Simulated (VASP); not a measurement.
# Be24F in VASP: a series of runs, part 2 of 2

VASP 6.6.1. Earlier steps stand in the parts before.

### Step 3. Single point, PBE

Input file INCAR:

```
SYSTEM = Be24F
  ALGO = Fast
  DIPOL = 0.5 0.5 0.321
  EDIFF = 1E-6
  ENCUT = 520
  GGA = PE
  IDIPOL = 3
  ISIF = 2
  ISMEAR = 0
  LASPH = .TRUE.
  LCHARG = .TRUE.
  LDIPOL = .TRUE.
  LELF = .TRUE.
  LREAL = Auto
  LVACPOTAV = .TRUE.
  LVHAR = .TRUE.
  LWAVE = .FALSE.
  NBANDS = 46
  NELM = 60
  PREC = Accurate
  SIGMA = 0.1
```

Input file KPOINTS:

```
k-points
0
G
  6 4 1
  0 0 0
```

Input file POSCAR:

```
Be24F
1.0
    4.5254381414      0.0000000000      0.0000000000
    0.0000000000      7.1336190818      0.0000000000
    0.0000000000      0.0000000000     19.8685529777
Be F
24 1
Direct
    0.0000000000      0.3750000000      0.2013231665
    0.0000000000      0.8750000000      0.2013231665
    0.5000000000      0.3750000000      0.2013231665
    0.5000000000      0.8750000000      0.2013231665
    0.2500000000      0.1250000000      0.2341987732
    0.2500000000      0.6250000000      0.2341987732
    0.7500000000      0.1250000000      0.2341987732
    0.7500000000      0.6250000000      0.2341987732
    0.2500000000      0.3750000000      0.2999499865
    0.2500000000      0.8750000000      0.2999499865
    0.7500000000      0.3750000000      0.2999499865
    0.7500000000      0.8750000000      0.2999499865
    0.0000000000      0.1250000000      0.3268353583
    0.0000000000      0.6250000000      0.3268353583
    0.5000000000      0.1250000000      0.3268353583
    0.5000000000      0.6250000000      0.3268353583
    0.0000000000      0.3750000000      0.3993099146
    0.0000000000      0.8750000000      0.3993099146
    0.5000000000      0.3750000000      0.3993099146
    0.5000000000      0.8750000000      0.3993099146
    0.2500000000      0.1250000000      0.4211958962
    0.2500000000      0.6250000000      0.4211958962
    0.7500000000      0.1250000000      0.4211958962
    0.7500000000      0.6250000000      0.4211958962
    0.3333333333      0.1250000000      0.4944075640
```

Potentials or basis: VASP PAW PBE potentials, release 64 (Be, F).

The run is started by

```sh
> cat potpaw_PBE.64/Be/POTCAR potpaw_PBE.64/F/POTCAR > POTCAR
> mpirun -np 1 vasp_std > vasp.out
```

OUTCAR:

```text
SYSTEM = Be24F
   EDIFF = 1E-6
   ENCUT = 520
   GGA = PE
   ISIF = 2
   ISMEAR = 0
   LASPH = .TRUE.
   LREAL = Auto
   NELM = 60
   PREC = Accurate

 ion  position               nearest neighbor table
   1  0.000  0.375  0.201-   5 2.21   6 2.21   7 2.21   8 2.21   3 2.26   3 2.26  11 2.26   9 2.26

   2  0.000  0.875  0.201-   5 2.21   6 2.21   7 2.21   8 2.21   4 2.26   4 2.26  12 2.26  10 2.26

   3  0.500  0.375  0.201-   5 2.21   6 2.21   7 2.21   8 2.21   1 2.26   1 2.26  11 2.26   9 2.26
[... 39 lines left out ...]
  23  0.750  0.125  0.421-  17 2.16  18 2.16  19 2.16  20 2.16  13 2.19  15 2.19  21 2.26  21 2.26

  24  0.750  0.625  0.421-  17 2.16  18 2.16  19 2.16  20 2.16  14 2.19  16 2.19  22 2.26  22 2.26

  25  0.333  0.125  0.494-  21 1.50

  LATTYP: Found a simple orthorhombic cell.
 ALAT       =     4.5254381414
 B/A-ratio  =     1.5763377730
 C/A-ratio  =     4.3904153271

  Lattice vectors:

 A1 = (   4.5254381414,   0.0000000000,   0.0000000000)
 A2 = (   0.0000000000,   7.1336190818,   0.0000000000)
 A3 = (   0.0000000000,   0.0000000000,  19.8685529777)

Analysis of symmetry for initial positions (statically):
=====================================================================
 Subroutine PRICEL returns:
 Original cell was already a primitive cell.

 Routine SETGRP: Setting up the symmetry group for a
 simple orthorhombic supercell.

 Subroutine GETGRP returns: Found  2 space group operations
 (whereof  1 operations were pure point group operations)
 out of a pool of  8 trial point group operations.

The static configuration has the point symmetry C_1 .
 The point group associated with its full space group is C_1h.

Analysis of symmetry for dynamics (positions and initial velocities):
=====================================================================
 Subroutine PRICEL returns:
 Original cell was already a primitive cell.

 Routine SETGRP: Setting up the symmetry group for a
 simple orthorhombic supercell.

 Subroutine GETGRP returns: Found  2 space group operations
 (whereof  1 operations were pure point group operations)
[... 168 lines left out ...]
 RMM-DIIS sequential band-by-band and
 Gauss-broadening in eV      SIGMA  =   0.10
  energy-cutoff  :      520.00
  volume of cell :      641.41
 maximum number of plane-waves:     17327
 NGX is ok and might be reduce to    36
   NGX = 17   NGY = 27   NGZ = 73

 dipolmoment           0.000000      0.000000     -0.000001 electrons x Angstroem

 number of electron      55.0000016 magnetization

 dipolmoment           0.000000      0.000000      0.257242 electrons x Angstroem

 Free energy of the ion-electron system (eV)
  ---------------------------------------------------
  ext. energy  EPLUGINS =         0.00000000
  ---------------------------------------------------
  free energy    TOTEN  =       -88.18191731 eV

  energy without entropy =      -88.15465435  energy(sigma->0) =      -88.16828583

 E-fermi :  -1.5632     XC(G=0):  -4.2088

 val. band max:       -1.5668362609   @ k =   0.1667   0.2500   0.0000
 cond. band min:      -1.5570061241   @ k =   0.3333   0.0000   0.0000
 fundamental gap:      0.0098301368
 Fermi energy:        -1.5632117623

 k-point     1 :       0.0000    0.0000    0.0000
  band No.  band energies     occupation
      1     -24.5553      2.00000
      2     -11.7425      2.00000
      3      -9.6664      2.00000
      4      -9.6210      2.00000
      5      -9.5853      2.00000
      6      -7.6232      2.00000
[... 493 lines left out ...]
     38       3.0875      0.00000
     39       3.1287      0.00000
 [bands above 39 left out]

------------------------ aborting loop because EDIFF is reached ----------------------------------------

  FORCE on cell =-STRESS in cart. coord.  units (eV):
  Direction    XX          YY          ZZ          XY          YZ          ZX
  --------------------------------------------------------------------------------------
  -------------------------------------------------------------------------------------
  Total        1.9024417     -4.5639588     -0.2719884      0.0000000      0.0000000      0.5435777
  in kB        4.7520955    -11.4002797     -0.6793979      0.0000000      0.0000000      1.3577989
  external PRESSURE =      -2.4425274 kB  Pullay stress =       0.0000000 kB

 VOLUME and BASIS-vectors are now :
 -----------------------------------------------------------------------------
  energy-cutoff  :      520.00
  volume of cell :      641.41
      direct lattice vectors                 reciprocal lattice vectors
     4.525438141  0.000000000  0.000000000     0.220973079  0.000000000  0.000000000
     0.000000000  7.133619082  0.000000000     0.000000000  0.140181300  0.000000000
     0.000000000  0.000000000 19.868552978     0.000000000  0.000000000  0.050330792

 POSITION                                       TOTAL-FORCE (eV/Angst)
 -----------------------------------------------------------------------------------
      0.00000      2.67511      4.00000        -0.003369     -0.027335      0.536879
      0.00000      6.24192      4.00000        -0.003369      0.027335      0.536879
      2.26272      2.67511      4.00000         0.000872      0.091813      0.548948
      2.26272      6.24192      4.00000         0.000872     -0.091813      0.548948
      1.13136      0.89170      4.65319        -0.033351      0.000000     -0.581045
      1.13136      4.45851      4.65319         0.016250      0.000000     -0.731094
[... 17 lines left out ...]
      3.39408      4.45851      8.36855         0.000503      0.000000      0.098569
      1.50848      0.89170      9.82316         0.330045      0.000000      0.105564
 -----------------------------------------------------------------------------------
    total drift:                                0.000052     -0.000000      0.006051

  FREE ENERGIE OF THE ION-ELECTRON SYSTEM (eV)
  ---------------------------------------------------
  free  energy   TOTEN  =       -88.1819173125 eV

  energy  without entropy=      -88.1546543536  energy(sigma->0) =      -88.16828583

 vacuum level on the upper side and lower side of the slab         4.301         2.859
```

OSZICAR:

```text
N       E                     dE             d eps       ncg     rms          rms(c)
DAV:   1     0.263153801982E+03    0.26315E+03   -0.18567E+04  1104   0.882E+02
DAV:   2    -0.613765025074E+02   -0.32453E+03   -0.30869E+03  1508   0.191E+02
DAV:   3    -0.943087191397E+02   -0.32932E+02   -0.31988E+02  1346   0.572E+01
[... 17 lines left out ...]
RMM:  21    -0.881819009452E+02   -0.68244E-04   -0.71978E-06  1272   0.461E-03    0.691E-04
RMM:  22    -0.881819106298E+02   -0.96845E-05   -0.15396E-06  1058   0.214E-03    0.527E-04
RMM:  23    -0.881819152164E+02   -0.45866E-05   -0.54876E-07   988   0.148E-03    0.226E-04
RMM:  24    -0.881819165945E+02   -0.13781E-05   -0.15928E-07   782   0.968E-04    0.109E-04
RMM:  25    -0.881819173125E+02   -0.71799E-06   -0.51246E-08   698   0.781E-04
   1 F= -.88181917E+02 E0= -.88168286E+02  d E =-.272630E-01
```

Wall time 14 min (1 thread of AMD EPYC 9755, shared host); peak memory 0.65 GiB.

Results:

| Item | Value |
| --- | --- |
| Free energy | -88.1819 eV |
| Largest force | 1.099 eV/Å |
| Band gap on the k mesh | zero (an odd number of electrons rules out a gap without spin polarisation) |

Forces in eV/Å, atoms in the order of the input:
```
Be  -0.003 -0.027  0.537
Be  -0.003  0.027  0.537
Be   0.001  0.092  0.549
Be   0.001 -0.092  0.549
Be  -0.033  0.000 -0.581
Be   0.016  0.000 -0.731
Be   0.027  0.000 -0.609
Be  -0.029  0.000 -0.792
Be  -0.025  0.022  0.110
Be  -0.025 -0.022  0.110
Be   0.029  0.076  0.025
Be   0.029 -0.076  0.025
Be   0.078  0.000  0.199
Be  -0.111  0.000  0.049
Be  -0.014  0.000  0.375
Be   0.086  0.000 -0.090
Be  -0.263  0.309 -0.355
Be  -0.263 -0.309 -0.355
Be   0.184  0.467 -0.431
Be   0.184 -0.467 -0.431
Be   0.020  0.000  1.099
Be   0.011  0.000  0.004
Be  -0.228  0.000  0.006
Be   0.001  0.000  0.099
F    0.330  0.000  0.106
```

### Step 4. Single point, PBE

Input file INCAR:

```
SYSTEM = Be24F
PREC = Accurate
ENCUT = 520
EDIFF = 1E-7
ISMEAR = 0
SIGMA = 0.1
LREAL = Auto
LASPH = .TRUE.
NELM = 60
ALGO = Fast
ISIF = 2
LWAVE = .FALSE.
LCHARG = .FALSE.
LDIPOL = .TRUE.
IDIPOL = 3
DIPOL = 0.5 0.5 0.320
GGA = PE
NBANDS = 46
```

Input file KPOINTS:

```
regular mesh
0
G
  6 4 1
  0 0 0
```

Edit POSCAR of step 3 so:

```diff
@@ -32,2 +32,2 @@
     0.7500000000      0.6250000000      0.4211958962
-    0.3333333333      0.1250000000      0.4944075640
+    0.2500000000      0.3125000000      0.4701895220
```

Potentials or basis: VASP PAW PBE potentials, release 64 (Be, F).

The run is started by

```sh
> cat potpaw_PBE.64/Be/POTCAR potpaw_PBE.64/F/POTCAR > POTCAR
> mpirun -np 1 vasp_std > vasp.out
```

OUTCAR:

```text
SYSTEM = Be24F
   PREC = Accurate
   ENCUT = 520
   EDIFF = 1E-7
   ISMEAR = 0
   LREAL = Auto
   LASPH = .TRUE.
   NELM = 60
   ISIF = 2
   GGA = PE

 ion  position               nearest neighbor table
   1  0.000  0.375  0.201-   5 2.21   6 2.21   7 2.21   8 2.21   3 2.26   3 2.26  11 2.26   9 2.26

   2  0.000  0.875  0.201-   5 2.21   6 2.21   7 2.21   8 2.21   4 2.26   4 2.26  12 2.26  10 2.26

   3  0.500  0.375  0.201-   5 2.21   6 2.21   7 2.21   8 2.21   1 2.26   1 2.26  11 2.26   9 2.26
[... 39 lines left out ...]
  23  0.750  0.125  0.421-  17 2.16  18 2.16  19 2.16  20 2.16  13 2.19  15 2.19  21 2.26  21 2.26

  24  0.750  0.625  0.421-  17 2.16  18 2.16  19 2.16  20 2.16  14 2.19  16 2.19  22 2.26  22 2.26

  25  0.250  0.312  0.470-  21 1.65  19 1.86  17 1.86

  LATTYP: Found a simple orthorhombic cell.
 ALAT       =     4.5254381414
 B/A-ratio  =     1.5763377730
 C/A-ratio  =     4.3904153271

  Lattice vectors:

 A1 = (   4.5254381414,   0.0000000000,   0.0000000000)
 A2 = (   0.0000000000,   7.1336190818,   0.0000000000)
 A3 = (   0.0000000000,   0.0000000000,  19.8685529777)

[... 225 lines left out ...]
      2     -11.4931      2.00000
      3      -9.7806      2.00000
      4      -9.5519      2.00000
      5      -9.2751      2.00000
      6      -8.8010      2.00000
[... 493 lines left out ...]
     38       3.2815      0.00000
     39       3.3207      0.00000
 [bands above 39 left out]

------------------------ aborting loop because EDIFF is reached ----------------------------------------

 vacuum level on the upper side and lower side of the slab       (xc-potential included)         0.067        -0.078

  FORCE on cell =-STRESS in cart. coord.  units (eV):
  Direction    XX          YY          ZZ          XY          YZ          ZX
  --------------------------------------------------------------------------------------
  -------------------------------------------------------------------------------------
  Total        2.5705242     -1.9075687     -1.4941947      0.0000000     -0.5240318      0.0000000
  in kB        6.4208939     -4.7649020     -3.7323382      0.0000000     -1.3089752      0.0000000
  external PRESSURE =      -0.6921154 kB  Pullay stress =       0.0000000 kB

 VOLUME and BASIS-vectors are now :
 -----------------------------------------------------------------------------
  energy-cutoff  :      520.00
  volume of cell :      641.41
      direct lattice vectors                 reciprocal lattice vectors
     4.525438141  0.000000000  0.000000000     0.220973079  0.000000000  0.000000000
     0.000000000  7.133619082  0.000000000     0.000000000  0.140181300  0.000000000
     0.000000000  0.000000000 19.868552978     0.000000000  0.000000000  0.050330792

 POSITION                                       TOTAL-FORCE (eV/Angst)
 -----------------------------------------------------------------------------------
      0.00000      2.67511      4.00000         0.035661     -0.015422      0.555416
      0.00000      6.24192      4.00000        -0.069156     -0.065439      0.526470
      2.26272      2.67511      4.00000        -0.035661     -0.015422      0.555416
      2.26272      6.24192      4.00000         0.069156     -0.065439      0.526470
      1.13136      0.89170      4.65319         0.000000      0.047326     -0.751088
      1.13136      4.45851      4.65319         0.000000     -0.089551     -0.547656
[... 17 lines left out ...]
      3.39408      4.45851      8.36855         0.000000     -0.104661     -0.108898
      1.13136      2.22926      9.34199         0.000000     -0.404009      0.049511
 -----------------------------------------------------------------------------------
    total drift:                                0.000000     -0.003799     -0.002572

  FREE ENERGIE OF THE ION-ELECTRON SYSTEM (eV)
  ---------------------------------------------------
  free  energy   TOTEN  =       -87.7872470003 eV

  energy  without entropy=      -87.7700643949  energy(sigma->0) =      -87.77865570

 vacuum level on the upper side and lower side of the slab         3.512         3.332
```

stdout:

```text
POSCAR found type information on POSCAR BeF
 POSCAR found :  2 types and      25 ions
 scaLAPACK will be used
 LDA part: xc-table for (Slater+PW92), standard interpolation
 POSCAR, INCAR and KPOINTS ok, starting setup
 FFT: planning ... GRIDC
 FFT: planning ... GRID_SOFT
 FFT: planning ... GRID
 WAVECAR not read
 entering main loop
```

Wall time 14 min (1 thread of AMD EPYC 9755, shared host); peak memory 0.67 GiB.

Results:

```
Free energy            : -87.7872 eV
Largest force          : 1.105 eV/Å
Band gap on the k mesh : zero (an odd number of electrons rules out a gap without spin polarisation)
```

Forces in eV/Å, atoms in the order of the input:
```
Be   0.036 -0.015  0.555
Be  -0.069 -0.065  0.526
Be  -0.036 -0.015  0.555
Be   0.069 -0.065  0.526
Be   0.000  0.047 -0.751
Be   0.000 -0.090 -0.548
Be   0.000  0.114 -0.713
Be   0.000  0.117 -0.829
Be   0.000 -0.092  0.238
Be   0.000 -0.112  0.182
Be   0.000  0.000 -0.255
Be   0.000  0.060  0.265
Be   0.100  0.145  0.265
Be  -0.033 -0.054  0.143
Be  -0.100  0.145  0.265
Be   0.033 -0.054  0.143
Be  -0.841  0.130  0.019
Be   0.000  0.045  0.025
Be   0.841  0.130  0.019
Be   0.000  0.045  0.025
Be   0.000 -0.562  0.343
Be   0.000  1.082 -0.220
Be   0.000 -0.426 -0.721
Be   0.000 -0.105 -0.109
F    0.000 -0.404  0.050
```

### Step 5. Single point, PBE

Input file INCAR:

```
PREC = Accurate
ENCUT = 520
EDIFF = 1E-7
ISMEAR = 0
SIGMA = 0.1
LREAL = Auto
LASPH = T
NELM = 100
ALGO = Fast
ISIF = 2
LWAVE = F
LCHARG = F
LDIPOL = T
IDIPOL = 3
DIPOL = 0.5 0.5 0.320
GGA = PE
NBANDS = 46
```

Input file KPOINTS:

```
Automatic mesh
0
Gamma
  6 4 1
```

Edit POSCAR of step 4 so:

```diff
@@ -32,2 +32,2 @@
     0.7500000000      0.6250000000      0.4211958962
-    0.2500000000      0.3125000000      0.4701895220
+    0.3333333333      0.3750000000      0.4730520205
```

The run is started by

```sh
> cat potpaw_PBE.64/Be/POTCAR potpaw_PBE.64/F/POTCAR > POTCAR
> mpirun -np 1 vasp_std > vasp.out
```

Run time: 15 min. Hardware: 1 thread of AMD EPYC 9755, shared host; peak memory 0.64 GiB.

It converged, with:

| Quantity | Value |
| --- | --- |
| Free energy | -87.4534 eV |
| Largest force | 1.027 eV/Å |
| Band gap on the k mesh | zero (an odd number of electrons rules out a gap without spin polarisation) |

Forces on the atoms (eV/Å):
```
Be   0.030  0.000  0.544
Be  -0.082  0.000  0.540
Be  -0.022  0.000  0.542
Be   0.072  0.000  0.502
Be  -0.012  0.047 -0.648
Be  -0.012 -0.047 -0.648
Be  -0.002 -0.015 -0.789
Be  -0.002  0.015 -0.789
Be  -0.073  0.000  0.223
Be   0.020  0.000  0.236
Be   0.043  0.000 -0.249
Be   0.027  0.000  0.295
Be   0.091  0.151  0.154
Be   0.091 -0.151  0.154
Be  -0.024  0.119  0.326
Be  -0.024 -0.119  0.326
Be  -0.937  0.000 -0.420
Be  -0.005  0.000  0.034
Be   0.859  0.000  0.038
Be  -0.044  0.000  0.095
Be  -0.060 -0.615  0.124
Be  -0.060  0.615  0.124
Be   0.354 -0.175 -0.377
Be   0.354  0.175 -0.377
F   -0.583  0.000  0.043
```

Levels at points of the mesh, in eV from the Fermi level:
```tsv
k point	band 24	band 25	band 26	band 27	band 28	band 29	band 30	band 31
(0.00, 0.00, 0.00)	-2.40	-1.42	-0.98	-0.13	0.30	0.41	0.45	1.04
(0.50, 0.00, 0.00)	-1.29	-0.82	-0.11	0.67	0.73	1.33	1.36	1.36
(0.00, 0.50, 0.00)	-1.73	-1.16	-0.95	-0.93	-0.41	0.32	0.34	1.39
(0.50, 0.50, 0.00)	-1.42	-0.52	-0.47	-0.12	0.22	0.39	0.41	0.73
```

### Step 6. Summary

```csv
cell,gap on the mesh (eV),largest force (eV/Å)
"as given, atomic positions A",none,1.16
"as given, atomic positions B",none,1.10
"as given, atomic positions C",none,1.10
"as given, atomic positions D",none,1.03
```

Alike in all rows: task single point; level PBE; potentials or basis VASP PAW PBE potentials, release 64 (Be, F); no spin polarisation; k mesh 6 × 4 × 1; cutoff (eV) 520; smearing gaussian 0.1 eV.

Total energies depend on the potentials used, so only differences within one code and one set of settings carry meaning.

The gap in the log of VASP goes by the Fermi energy; the results here count the filled bands.